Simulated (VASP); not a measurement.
Here is a VASP 6.6.1 calculation.

The input INCAR:

```
PREC     = Accurate       # precision mode
ENCUT    = 500            # plane-wave cutoff, eV
EDIFF    = 1E-7           # SCF threshold, eV
ISMEAR   = 0              # smearing method
SIGMA    = 0.1            # smearing width, eV
LREAL    = F              # projectors in reciprocal space
LASPH    = T              # aspherical terms in the spheres
NELM     = 200            # most SCF steps
ALGO     = Normal         # electronic algorithm
ISIF     = 3              # what is computed and relaxed
LWAVE    = F              # write WAVECAR
LCHARG   = F              # write CHGCAR
GGA      = PE             # functional
IBRION   = 2              # ionic algorithm
NSW      = 100            # ionic steps
EDIFFG   = -0.01          # ionic threshold
GGA_COMPAT= F            
NELMIN   = 4            
LMAXMIX  = 6              # l up to which the mixer works
```

The input KPOINTS:

```
Automatic mesh
0
Gamma
  8 8 4
```

POSCAR

```
CsNdBr4
1.0
    5.6566187912      0.0000000000      0.0000000000
    0.0000000000      5.6566187912      0.0000000000
    0.0000000000      0.0000000000     10.4853049068
Cs Nd Br
1 1 4
Direct
    0.0000000000      0.0000000000      0.0000000000
    0.5000000000      0.5000000000      0.5000000000
    0.0000000000      0.0000000000      0.6604344620
    0.0000000000      0.0000000000      0.3395655380
    0.5000000000      0.0000000000      0.0000000000
    0.0000000000      0.5000000000      0.0000000000
```

Potentials or basis: VASP PAW PBE potentials, release 64 (Cs_sv, Nd_3, Br), 4f in core.

Run with:

```console
$ cat potpaw_PBE.64/Cs_sv/POTCAR potpaw_PBE.64/Nd_3/POTCAR potpaw_PBE.64/Br/POTCAR > POTCAR
$ mpirun -np 1 vasp_std > vasp.out
```

Question: Predict the space group after relaxing (to 0.1 Å).

Answer: P4/mmm (No. 123).

Question: Predict the band gap on the k mesh.

Answer: Zero (bands 24 and 25 overlap by 0.02 eV).

Final structure:
```
CELL_PARAMETERS angstrom
5.77779 0.00000 0.00000
0.00000 5.77779 0.00000
0.00000 0.00000 10.68480
ATOMIC_POSITIONS crystal
Cs 0.00000 0.00000 0.00000
Nd 0.50000 0.50000 0.50000
Br 0.00000 0.00000 0.65944
Br 0.00000 0.00000 0.34056
Br 0.50000 0.00000 0.00000
Br 0.00000 0.50000 0.00000
```

Caveat: spin-orbit coupling is left out, which moves the levels of the heavy elements; the 4f electrons are frozen in the core, so they carry no moment and show no levels; the run has no spin polarisation, though such a crystal can be magnetic. Spin polarisation is off, so any magnetic state and its effect on volume and gap are missing.
